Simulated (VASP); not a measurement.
# Zn (P6_3/mmc) in VASP: notebook

Zn is run at these levels: PBEsol; tasks: single point.

All numbers are computed with VASP 6.6.1; they aren't measurements. Logs are shortened: lines on timing, memory, paths and dates and some standing lists are left out, and cuts for length are marked.

### 1 The cell of the first run

Symmetry: P6_3/mmc, No. 194, hexagonal system. The conventional cell has a = 2.501 Å, b = 2.501 Å, c = 4.600 Å, α = 90.00°, β = 90.00°, γ = 120.00°. Zn (site symmetry -6m2) has 12 Zn at 2.50 to 2.72 Å within 3.3 Å.

### 2 Single point, PBEsol (volume scaled by 0.88)

File INCAR:

```
SYSTEM = Zn
PREC     = Accurate       ! precision mode
ENCUT    = 520            ! plane-wave cutoff, eV
EDIFF    = 1E-7           ! SCF threshold, eV
ISMEAR   = -1             ! smearing method
SIGMA    = 0.1            ! smearing width, eV
LREAL    = .False.        ! projectors in reciprocal space
LASPH    = .True.         ! aspherical terms in the spheres
NELM     = 60             ! most SCF steps
ALGO     = Normal         ! electronic algorithm
ISIF     = 2              ! what is computed and relaxed
LWAVE    = .False.        ! write WAVECAR
LCHARG   = .True.         ! write CHGCAR
GGA      = PS             ! functional
LELF     = .True.         ! ELF
LVHAR    = .True.       
NBANDS   = 19             ! bands
```

File KPOINTS:

```
Automatic mesh
0
Gamma
  23 23 11
  0 0 0
```

File POSCAR:

```
Zn
1.0
    2.5006189034      0.0000000000      0.0000000000
   -1.2503094517      2.1655994955      0.0000000000
    0.0000000000      0.0000000000      4.5998502488
Zn
2
Direct
    0.3333333333      0.6666666667      0.2500000000
    0.6666666667      0.3333333333      0.7500000000
```

Potentials or basis: VASP PAW PBE potentials, release 64 (Zn).

Run with:

```
$ cat potpaw_PBE.64/Zn/POTCAR > POTCAR
$ mpirun -np 1 vasp_std > vasp.out
```

OUTCAR:

```text
SYSTEM = Zn
   PREC = Accurate
   ENCUT = 520
   EDIFF = 1E-7
   ISMEAR = -1
   LREAL = .False.
   LASPH = .True.
   NELM = 60
   ISIF = 2
   GGA = PS

 ion  position               nearest neighbor table
   1  0.333  0.667  0.250-   2 2.72   2 2.72   2 2.72   2 2.72   2 2.72   2 2.72
   2  0.667  0.333  0.750-   1 2.72   1 2.72   1 2.72   1 2.72   1 2.72   1 2.72

  LATTYP: Found a hexagonal cell.
 ALAT       =     2.5006189034
 C/A-ratio  =     1.8394847142

  Lattice vectors:

 A1 = (   2.5006189034,   0.0000000000,   0.0000000000)
 A2 = (  -1.2503094517,   2.1655994955,   0.0000000000)
 A3 = (   0.0000000000,   0.0000000000,   4.5998502488)

Analysis of symmetry for initial positions (statically):
=====================================================================
 Subroutine PRICEL returns:
 Original cell was already a primitive cell.

 Routine SETGRP: Setting up the symmetry group for a
 hexagonal supercell.

 Subroutine GETGRP returns: Found 24 space group operations
 (whereof 12 operations were pure point group operations)
 out of a pool of 24 trial point group operations.

The static configuration has the point symmetry D_3d.
 The point group associated with its full space group is D_6h.

Analysis of symmetry for dynamics (positions and initial velocities):
=====================================================================
 Subroutine PRICEL returns:
 Original cell was already a primitive cell.

 Routine SETGRP: Setting up the symmetry group for a
 hexagonal supercell.

 Subroutine GETGRP returns: Found 24 space group operations
 (whereof 12 operations were pure point group operations)
 out of a pool of 24 trial point group operations.

The dynamic configuration has the point symmetry D_3d.
 The point group associated with its full space group is D_6h.

 Subroutine INISYM returns: Found 24 space group operations
 (whereof 12 operations are pure point group operations),
 and found     1 'primitive' translations

----------------------------------------------------------------------------------------

                                     Primitive cell

  volume of cell :      24.9097

  direct lattice vectors                    reciprocal lattice vectors
     2.500618903  0.000000000  0.000000000     0.399901000  0.230882950  0.000000000
[... 76 lines left out ...]
 SYSTEM =  Zn
   PREC   = accura    normal or accurate (medium, high low for compatibility)
   ISTART =      0    job   : 0-new  1-cont  2-samecut
   ICHARG =      2    charge: 1-file 2-atom 10-const
   ISPIN  =      1    spin polarized calculation?
   LNONCOLLINEAR =      F non collinear calculations
   LSORBIT =      F    spin-orbit coupling
   LASPH  =      T    aspherical Exc in radial PAW
   ENCUT  =  520.0 eV  38.22 Ry    6.18 a.u.   4.65  4.65  8.55*2*pi/ulx,y,z
   NELM   =     60;   NELMIN=  2; NELMDL= -5     # of ELM steps
   EDIFF  = 0.1E-06   stopping-criterion for ELM
   LREAL  =      F    real-space projection
   EDIFFG = 0.1E-05   stopping-criterion for IOM
   NSW    =      0    number of steps for IOM
   IBRION =     -1    ionic relax: 0-MD 1-quasi-New 2-CG
   NFREE  =      0    steps in history (QN), initial steepest desc. (CG)
   ISIF   =      2    stress and relaxation
   ISYM   =      2    0-nonsym 1-usesym 2-fastsym
   POTIM  = 0.5000    time-step for ionic-motion
   TEBEG  =    0.0;   TEEND  =   0.0 temperature during run
   PSTRESS=    0.0 pullay stress
   NELECT =      24.0000    total number of electrons
   NUPDOWN=      -1.0000    fix difference up-down
   EMIN   =  10.00;   EMAX   =-10.00  energy-range for DOS
   EFERMI =   0.00;   METHOD = LEGACY
   ISMEAR =    -1;   SIGMA  =   0.10  broadening in eV -4-tet -1-fermi 0-gaus
   EFERMI_NEDOS =   21; number of points for ismear=-14 and -15
   IALGO  =     38    algorithm
   IMIX   =      4    mixing-type and parameters
     AMIX     =   0.40;   BMIX     =  1.00
     AMIX_MAG =   1.60;   BMIX_MAG =  1.00
  volume/ion in A,a.u.               =      12.45        84.05
  Fermi-wavevector in a.u.,A,eV,Ry     =   1.616921  3.055538 35.571527  2.614433
  Thomas-Fermi vector in A             =   2.711429
   LORBIT       =      0    0 simple, 1 ext, 2 COOP (PROOUT), +10 PAW based schemes
   GGA     = PS    functional components
   LHFCALC =     F    Hartree Fock is set to
   AEXX    =    0.0000 exact exchange contribution
   IVDW    =     0    specifies the selected vdW correction
   LEPSILON=     F    determine dielectric tensor
   LRPA    =     F    only Hartree local field effects (RPA)
 non-spin polarized calculation
  energy-cutoff  :      520.00
  volume of cell :       24.91
 maximum number of plane-waves:       684
 NGX is ok and might be reduce to    20
   NGX =  9   NGY =  9   NGZ = 17

 number of electron      23.9999992 magnetization

 Free energy of the ion-electron system (eV)
  ---------------------------------------------------
  ext. energy  EPLUGINS =         0.00000000
  ---------------------------------------------------
  free energy    TOTEN  =        -3.00777258 eV

  energy without entropy =       -2.99474403  energy(sigma->0) =       -3.00125830

 E-fermi :   4.4961     XC(G=0): -12.7954

 val. band max:        4.4794507973   @ k =   0.3478   0.0435   0.0000
 cond. band min:       4.5039651613   @ k =   0.3913   0.0000   0.0000
 fundamental gap:      0.0245143640
 Fermi energy:         4.4960731154

 k-point     1 :       0.0000    0.0000    0.0000
  band No.  band energies     occupation
      1      -7.6338      2.00000
      2      -5.1241      2.00000
      3      -4.0662      2.00000
      4      -3.7515      2.00000
      5      -3.7515      2.00000
      6      -3.6728      2.00000
[... 505 lines left out ...]
      6      -3.5285      2.00000
[... 11 lines left out ...]
     18      24.9551      0.00000
     19      25.2456      0.00000

 [... further k-points ...]
[... 5 lines left out ...]
  --------------------------------------------------------------------------------------
  -------------------------------------------------------------------------------------
  Total        3.0517348      3.0517348      1.9537374     -0.0000000      0.0000000      0.0000000
  in kB      196.2854124    196.2854124    125.6629987     -0.0000000      0.0000000      0.0000000
  external PRESSURE =     172.7446078 kB  Pullay stress =       0.0000000 kB

 VOLUME and BASIS-vectors are now :
 -----------------------------------------------------------------------------
  energy-cutoff  :      520.00
  volume of cell :       24.91
      direct lattice vectors                 reciprocal lattice vectors
     2.500618903  0.000000000  0.000000000     0.399901000  0.230882950  0.000000000
    -1.250309452  2.165599495  0.000000000     0.000000000  0.461765900  0.000000000
     0.000000000  0.000000000  4.599850249     0.000000000  0.000000000  0.217398382

 POSITION                                       TOTAL-FORCE (eV/Angst)
 -----------------------------------------------------------------------------------
     -0.00000      1.44373      1.14996        -0.000000      0.000000      0.000000
      1.25031      0.72187      3.44989         0.000000      0.000000      0.000000
 -----------------------------------------------------------------------------------
    total drift:                               -0.000000      0.000000      0.000000

  FREE ENERGIE OF THE ION-ELECTRON SYSTEM (eV)
  ---------------------------------------------------
  free  energy   TOTEN  =        -3.0077725768 eV

  energy  without entropy=       -2.9947440323  energy(sigma->0) =       -3.00125830
```

stdout:

```text
POSCAR found type information on POSCAR Zn
 POSCAR found :  1 types and       2 ions
 scaLAPACK will be used
 -----------------------------------------------------------------------------
|                                                                             |
|                                                                             |
|     You enforced a specific xc type in the INCAR file but a different       |
|     I HOPE YOU KNOW WHAT YOU ARE DOING!                                     |
|                                                                             |
 -----------------------------------------------------------------------------

 LDA part: xc-table for (Slater+PW92), standard interpolation
 POSCAR, INCAR and KPOINTS ok, starting setup
 FFT: planning ... GRIDC
 FFT: planning ... GRID_SOFT
 FFT: planning ... GRID
 WAVECAR not read
 entering main loop
```

Run time: 49 s. Hardware: 1 thread of Intel Xeon 6975P-C (Granite Rapids), shared host; peak memory 0.23 GiB.

What came out:

```yaml
Free_energy: -3.0078 eV
Pressure: 17.3 GPa
Band_gap_on_the_k_mesh: zero (band 12 reaches 6.31 eV, above the bottom of band 13 at 1.79 eV)
```

Caveat: the PAW data sets were made with another functional, which shifts forces and pressure a little.

### 3 Single point, PBEsol (volume scaled by 0.92)

File INCAR:

```
SYSTEM = Zn
PREC = Accurate
ENCUT = 520
EDIFF = 1E-6
ISMEAR = -1
SIGMA = 0.1
LREAL = .FALSE.
LASPH = .TRUE.
NELM = 100
ALGO = Normal
ISIF = 2
LWAVE = .FALSE.
LCHARG = .FALSE.
GGA = PS
NBANDS = 19
```

File KPOINTS:

```
Automatic mesh
0
G
  23 23 11
  0 0 0
```

File POSCAR:

```
Zn
1.0
    2.5379470769      0.0000000000      0.0000000000
   -1.2689735384      2.1979266421      0.0000000000
    0.0000000000      0.0000000000      4.6685148534
Zn
2
Direct
    0.3333333333      0.6666666667      0.2500000000
    0.6666666667      0.3333333333      0.7500000000
```

Potentials or basis: VASP PAW PBE potentials, release 64 (Zn).

Run with:

```
$ cat potpaw_PBE.64/Zn/POTCAR > POTCAR
$ mpirun -np 1 vasp_std > vasp.out
```

Run time: 61 s. Hardware: 1 thread of Intel Xeon 6975P-C (Granite Rapids), shared host; peak memory 0.24 GiB.

The run converged. Its results:

```yaml
Free_energy: -3.1042 eV
Pressure: 10.3 GPa
Band_gap_on_the_k_mesh: zero (band 12 reaches 5.90 eV, above the bottom of band 13 at 1.36 eV)
```

Stress tensor (GPa, compression positive):
```
11.75  0.00  0.00
 0.00 11.75  0.00
 0.00  0.00  7.44
```

Levels at points of the mesh, in eV from the Fermi level:
| k point | band 8 | band 9 | band 10 | band 11 | band 12 | band 13 | band 14 | band 15 | band 16 | band 17 |
| --- | --- | --- | --- | --- | --- | --- | --- | --- | --- | --- |
| (0.00, 0.00, 0.00) | -7.60 | -7.60 | -7.31 | -7.31 | -4.43 | -2.76 | 15.42 | 19.19 | 19.35 | 19.35 |

Caveat: the PAW data sets were made with another functional, which shifts forces and pressure a little.

[end of part 1 of 2]
